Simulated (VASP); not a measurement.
A run of VASP 6.6.1 is set up as follows.

INCAR

```
  PREC = Accurate
  ENCUT = 600
  EDIFF = 1E-6
  ISMEAR = -1
  SIGMA = 0.05
  LREAL = F
  LASPH = T
  NELM = 100
  ALGO = Normal
  ISIF = 3
  LWAVE = F
  LCHARG = F
  GGA = PS
  IBRION = 2
  NSW = 80
  EDIFFG = -0.02
  PSTRESS = 50.0
```

File KPOINTS:

```
Automatic mesh
0
Gamma
  11 11 11
```

Contents of POSCAR:

```
Al
1.0
    0.0000000000      2.0248050000      2.0248050000
    2.0248050000      0.0000000000      2.0248050000
    2.0248050000      2.0248050000      0.0000000000
Al
1
Direct
    0.0000000000      0.0000000000      0.0000000000
```

Potentials or basis: VASP PAW PBE potentials, release 64 (Al).

Run with:

```bash
$ cat potpaw_PBE.64/Al/POTCAR > POTCAR
$ mpirun -np 1 vasp_std > vasp.out
```

Task: Predict the space group after relaxing (to 0.05 Å).

Result: Fm-3m (No. 225).

Task: What does it give for the relaxed volume?

Result: 15.37 Å³/atom.

Task: Predict the relaxed cell.

Result: a = 2.791 Å, b = 2.791 Å, c = 2.791 Å, α = 60.00°, β = 60.00°, γ = 60.00°.

Step by step:
```tsv
step	energy change (eV)	largest force (eV/Å)	pressure (GPa)	volume (Å³)
1	0.0000	0.0000	-1.87	16.60
2	0.0273	0.0000	8.05	14.95
3	0.0103	0.0000	5.02	15.37
```

Caveat: the cell is relaxed towards a set pressure, so the enthalpy falls and the energy may rise; the PAW data sets were made with another functional, which shifts forces and pressure a little.
